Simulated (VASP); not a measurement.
Set up this calculation in VASP 6.6.1, as the native input.

- Task: single point
- Functional: r2SCAN
- Potentials or basis: VASP PAW PBE potentials, release 64 (I)
- Cutoff: 520 eV
- k mesh: 6 × 6 × 4
- Occupations: gaussian, width 0.05 eV
- Spin: no spin polarisation
- Dipole correction: no
- Further INCAR settings: ALGO = Normal; EDIFF = 1e-06; NBANDS = 22

Crystal: I.

```
I
1.0
     3.92487   -2.31015    0.00000
     3.92487    2.31015    0.00000
     0.00000    0.00000    9.92267
I
4
Direct
  0.84664 0.15336 0.11986
  0.15336 0.84664 0.88014
  0.34664 0.65336 0.38014
  0.65336 0.34664 0.61986
```

These files were run (other wordings do the same):

POSCAR

```
I
1.0
    3.9248710645     -2.3101517481      0.0000000000
    3.9248710645      2.3101517481      0.0000000000
    0.0000000000      0.0000000000      9.9226673459
I
4
Direct
    0.8466375710      0.1533624290      0.1198646858
    0.1533624290      0.8466375710      0.8801353142
    0.3466375710      0.6533624290      0.3801353142
    0.6533624290      0.3466375710      0.6198646858
```

INCAR.step1

```
SYSTEM = I
ALGO = Normal
EDIFF = 1E-4
ENCUT = 520
GGA = PE
ISMEAR = 0
LASPH = .True.
LCHARG = .False.
LREAL = .False.
LWAVE = .True.
NBANDS = 22
NELM = 100
PREC = Accurate
SIGMA = 0.05
```

INCAR.step2

```
SYSTEM = I
ALGO = Normal
EDIFF = 1E-6
ENCUT = 520
ISIF = 2
ISMEAR = 0
ISTART = 1
LASPH = .True.
LCHARG = .False.
LMIXTAU = .True.
LREAL = .False.
LWAVE = .False.
METAGGA = R2SCAN
NBANDS = 22
NELM = 100
PREC = Accurate
SIGMA = 0.05
```

KPOINTS

```
k-points
0
Gamma
  6 6 4
  0 0 0
```

Potentials or basis: VASP PAW PBE potentials, release 64 (I).

Run with:

```sh
$ cat potpaw_PBE.64/I/POTCAR > POTCAR
$ cp INCAR.step1 INCAR
$ mpirun -np 1 vasp_std > vasp.out
$ cp INCAR.step2 INCAR
$ mpirun -np 1 vasp_std > vasp.out
```

It gave:

```yaml
Pressure: -0.2 GPa
Largest_force: 0.004 eV/Å
Band_gap_on_the_k_mesh: 1.20 eV (least direct gap 1.26 eV)
```

Caveat: the PAW data sets were made with another functional, which shifts forces and pressure a little; spin-orbit coupling is left out, which moves the levels of the heavy elements.

It took 10 min on 1 thread of Intel Xeon 8259CL (shared host), peak memory 0.41 GiB.
